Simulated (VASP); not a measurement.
A run of VASP 6.6.1:

File INCAR:

```
PREC = Accurate ; ENCUT = 520
EDIFF = 1E-6 ; ISMEAR = -1
SIGMA = 0.05 ; LREAL = False
LASPH = True ; NELM = 80
ALGO = Fast ; ISIF = 2
LWAVE = False ; LCHARG = True
GGA = PS ; LELF = True
LVHAR = True ; NBANDS = 16
```

File KPOINTS:

```
Automatic mesh
0
Gamma
  9 9 9
```

POSCAR

```
Rb
1.0
   -2.3789880000      2.3789880000      8.4886690000
    2.3789880000     -2.3789880000      8.4886690000
    2.3789880000      2.3789880000     -8.4886690000
Rb
2
Direct
    0.5000000000      0.5000000000      0.0000000000
    0.2500000000      0.7500000000      0.5000000000
```

Potentials or basis: VASP PAW PBE potentials, release 64 (Rb_sv).

The run is started by

```bash
$ cat potpaw_PBE.64/Rb_sv/POTCAR > POTCAR
$ mpirun -np 1 vasp_std > vasp.out
```

Hardware: 1 thread of Intel(R) Xeon(R) 6975P-C (Granite Rapids), with other jobs on the host.

Task: How long does it take, and how much memory?

Result: Wall time 8 min on 1 thread of Intel(R) Xeon(R) 6975P-C (Granite Rapids), with other jobs on the host, peak memory 0.76 GiB. Counts: scf iterations 12, k points 75.
